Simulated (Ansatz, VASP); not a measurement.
## One calculation of BN, two programs

POSCAR

```
BN
1.0
    2.5439665234      0.0000000000      0.0000000000
   -1.2719832617      2.2031396356      0.0000000000
    0.0000000000      0.0000000000      4.2077449346
B N
2 2
Direct
    0.6666666667      0.3333333333      1.0059659303
    0.3333333333      0.6666666667      0.4936332515
    0.6666666667      0.3333333333      0.6162882719
    0.3333333333      0.6666666667      0.1341125463
```

INCAR.step1

```
PREC = Accurate
ENCUT = 520
ISMEAR = 0
SIGMA = 0.05
LREAL = F
LASPH = T
NELM = 80
NBANDS = 16
GGA = PE
ALGO = Normal
EDIFF = 1E-4
LWAVE = T
LCHARG = F
```

Contents of INCAR.step2:

```
PREC = Accurate
ENCUT = 520
EDIFF = 1E-6
ISMEAR = 0
SIGMA = 0.05
LREAL = F
LASPH = T
NELM = 80
ALGO = Normal
ISIF = 2
LWAVE = F
LCHARG = F
METAGGA = R2SCAN
LMIXTAU = T
NBANDS = 16
ISTART = 1
```

KPOINTS

```
Automatic mesh
0
Gamma
  12 12 6
```

Input for Ansatz:

```yaml
crystal:
  lattice:
    - [2.5439665234, 0.0, 0.0]
    - [-1.2719832617, 2.2031396356, 0.0]
    - [0.0, 0.0, 4.2077449346]
  atoms:
    - { symbol: B, position: [0.6666666667, 0.3333333333, 1.0059659303] }
    - { symbol: B, position: [0.3333333333, 0.6666666667, 0.4936332515] }
    - { symbol: "N", position: [0.6666666667, 0.3333333333, 0.6162882719] }
    - { symbol: "N", position: [0.3333333333, 0.6666666667, 0.1341125463] }
basis:
  ecutwfc: 500
kpoints:
  mp_grid: { grid: [12, 12, 6] }
hamiltonian:
  xc: r2scan
scf:
  occupations: { method: gaussian, width: 0.05 }
output:
  forces: true
  stress: true
  eigenvalues: true
```

Change from the starting cell: mode 8 (973.5 1/cm) frozen in, largest displacement +0.037 Å.

Alike in both runs: task single point; functional r2SCAN; k mesh 12 × 12 × 6; occupations gaussian, width 0.05 eV; no spin polarisation.

|  | VASP | Ansatz |
| --- | --- | --- |
| version | VASP 6.6.1 | Ansatz 0.2.0 |
| potentials or method | VASP PAW PBE potentials, release 64 (B, N), cutoff 520 eV | scalar-relativistic, plane waves, PAW |
| valence electrons in the cell | 16 | 16 |

Ansatz gave:

| Property | Result |
| --- | --- |
| gap on the k mesh at the Fermi level (eV) | 5.73 |
| least direct gap on the mesh (eV) | 8.96 |
| pressure (GPa) | 1.4 |
| traceless stress, the component that is largest in VASP (GPa) | 2.39 |
| rms of the force components (eV/Å) | 0.864 |

Question: Estimate VASP's values.

Answer: gap on the k mesh at the Fermi level (eV): 5.69; least direct gap on the mesh (eV): 8.93; pressure (GPa): 2.5; traceless stress, the component that is largest in VASP (GPa): 2.39; rms of the force components (eV/Å): 0.871.

VASP's potentials were made for PBE, not for r2SCAN. Atom by atom the forces differ by 0.008 eV/Å (rms over components).
